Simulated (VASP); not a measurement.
The system is Os.

```
Os
1.0
     2.69715    0.00000    0.00000
    -1.34857    2.33580    0.00000
     0.00000    0.00000    4.26132
Os
2
Direct
  0.66667 0.33333 0.75000
  0.33333 0.66667 0.25000
```

Base run:

| Quantity | Value |
| --- | --- |
| Program | VASP 6.6.1 |
| Functional | revPBE |
| Dispersion | D3(BJ) |
| Potentials or basis | VASP PAW PBE potentials, release 64 (Os) |
| Cutoff | 520 eV |
| k mesh | 11 × 11 × 6 |
| Occupations | fermi-dirac, width 0.05 eV |
| Spin | no spin polarisation |

Its results: band gap on the k mesh zero (band 8 reaches 12.41 eV, above the bottom of band 9 at 8.26 eV); pressure 16.6 GPa.

After a change of settings the same cell gave: band gap on the k mesh zero (band 8 reaches 12.95 eV, above the bottom of band 9 at 8.79 eV); pressure 51.5 GPa. Which change was it?
A. functional from revPBE to r2SCAN; further incar settings from ALGO = Normal; EDIFF = 1e-07; NBANDS = 15 to ALGO = Normal; EDIFF = 1e-06; NBANDS = 15
B. functional from revPBE to PBEsol; further incar settings from ALGO = Normal; EDIFF = 1e-07; NBANDS = 15 to ALGO = Normal; EDIFF = 1e-06; NBANDS = 15
C. functional from revPBE to BLYP; dispersion from D3(BJ) to none

C.

Caveats: the PAW data sets were made with another functional, which shifts forces and pressure a little; spin-orbit coupling is left out, which moves the levels of the heavy elements; pairwise dispersion overbinds metals, which lowers pressure and volume (some runs).
